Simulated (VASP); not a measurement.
# HC20: single point with PBE+D3(BJ)

HC20, a slab with vacuum:

```xyz
21
Lattice="4.9292 0.0000 0.0000 0.0000 6.8054 0.0000 0.0000 0.0000 22.2347" Properties=species:S:1:pos:R:3 pbc="T T T"
C     1.5393    1.7014    4.0000
C     4.0039    1.7014    4.0000
C     0.3069    1.7014    4.7117
C     2.7715    1.7014    4.7117
C     0.9227    5.1040    5.0675
C     3.3873    5.1040    5.0675
C     2.1549    5.1040    5.7792
C     4.6195    5.1040    5.7792
C     0.3061    1.7014    6.1349
C     2.7708    1.7014    6.1349
C     1.5381    1.7014    6.8283
C     4.0027    1.7014    6.8283
C     2.1546    5.1040    7.3582
C     4.6192    5.1040    7.3582
C     0.9201    5.1040    7.9278
C     3.3847    5.1040    7.9278
C     1.5377    1.7015    8.3169
C     4.0023    1.7015    8.3169
C     0.3064    1.7015    8.9347
C     2.7710    1.7015    8.9347
H     1.9495    2.8357   12.2347
```

```yaml
Program: VASP 6.6.1
Task: single point
Functional: PBE
Dispersion: D3(BJ)
Potentials_or_basis: VASP PAW PBE potentials, release 64 (C, H)
Cutoff: 520 eV
k_mesh: 6 × 4 × 1
Occupations: gaussian, width 0.1 eV
Spin: no spin polarisation
```

| Item | Value |
| --- | --- |
| Largest force | 3.481 eV/Å |
| Band gap on the k mesh | zero (an odd number of electrons rules out a gap without spin polarisation) |
| Dispersion energy per atom | -0.103 eV |

Forces in eV/Å, atoms in the order of the input:
```
C   -0.070  0.008  1.971
C   -0.027 -0.002  1.927
C    0.050 -0.001 -3.359
C    0.036 -0.003 -3.481
C    0.067  0.001  3.208
C    0.061  0.001  3.207
C   -0.064  0.000 -3.198
C   -0.064 -0.001 -3.198
C    0.030 -0.004  1.360
C   -0.025  0.001  1.407
C   -0.018 -0.035  0.183
C    0.013 -0.010  0.125
C    0.004 -0.002  0.030
C    0.004 -0.002  0.021
C   -0.001  0.002 -0.010
C   -0.004  0.002 -0.013
C   -0.033  0.004 -0.216
C    0.041  0.016 -0.080
C    0.077  0.051  0.128
C   -0.109  0.131  0.397
H    0.034 -0.158 -0.410
```

Levels at points of the mesh, in eV from the Fermi level:
| k point | band 37 | band 38 | band 39 | band 40 | band 41 | band 42 | band 43 | band 44 |
| --- | --- | --- | --- | --- | --- | --- | --- | --- |
| (0.00, 0.00, 0.00) | -0.47 | -0.38 | -0.31 | -0.01 | 0.17 | 0.21 | 0.63 | 0.72 |
| (0.50, 0.00, 0.00) | -0.80 | -0.80 | -0.22 | -0.07 | -0.02 | 0.06 | 0.27 | 0.59 |
| (0.00, 0.50, 0.00) | -0.47 | -0.38 | -0.30 | -0.01 | 0.11 | 0.26 | 0.64 | 0.74 |
| (0.50, 0.50, 0.00) | -0.74 | -0.74 | -0.21 | -0.05 | -0.02 | 0.05 | 0.27 | 0.63 |

It took 31 min on 1 thread of Oxide Virtual Turin-like Processor (shared host), peak memory 0.85 GiB.

Caveat: an odd number of electrons without spin polarisation forces a metal; a magnetic or distorted state may lie lower.
